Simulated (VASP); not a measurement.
Write the native input for VASP 6.6.1 that does the following.

- Task: single point
- Functional: PBEsol
- Potentials or basis: VASP PAW PBE potentials, release 64 (Mg, O)
- Cutoff: 520 eV
- k mesh: 12 × 12 × 12
- Occupations: gaussian, width 0.05 eV
- Spin: no spin polarisation
- Dipole correction: no
- Further INCAR settings: ALGO = Normal; EDIFF = 1e-06; NBANDS = 14

The structure of MgO2 lies in POSCAR:

```
MgO2
1.0
    1.5806896008      0.9126115665      3.4939788749
   -1.5806896008      0.9126115665      3.4939788749
    0.0000000000     -1.8252231330      3.4939788749
Mg O
1 2
Direct
    0.0000000000      0.0000000000      0.0000000000
    0.4287860000      0.4287860000      0.4287860000
    0.5712140000      0.5712140000      0.5712140000
```

This cell differs from its parent crystal: strain -0.015 along x and y, +0.000 along z.

These files were run (other wordings do the same):

INCAR

```
SYSTEM = MgO2
PREC = Accurate
ENCUT = 520
EDIFF = 1E-6
ISMEAR = 0
SIGMA = 0.05
LREAL = .False.
LASPH = .True.
NELM = 100
ALGO = Normal
ISIF = 2
LWAVE = .False.
LCHARG = .False.
GGA = PS
NBANDS = 14
```

KPOINTS

```
Automatic mesh
0
Gamma
  12 12 12
  0 0 0
```

Potentials or basis: VASP PAW PBE potentials, release 64 (Mg, O).

The run is started by

```sh
$ cat potpaw_PBE.64/Mg/POTCAR potpaw_PBE.64/O/POTCAR > POTCAR
$ mpirun -np 1 vasp_std > vasp.out
```

Results of the run:

```yaml
Pressure: -1.9 GPa
Largest_force: 0.314 eV/Å
Band_gap_on_the_k_mesh: 2.16 eV, direct
```

Caveat: the cell differs from its parent crystal (strain -0.015 along x and y, +0.000 along z); the PAW data sets were made with another functional, which shifts forces and pressure a little.

It took 93 s on 1 thread of Intel(R) Xeon(R) Platinum 8259CL CPU @ 2.50GHz (Skylake/Cascade Lake), on a shared host, peak memory 0.22 GiB.
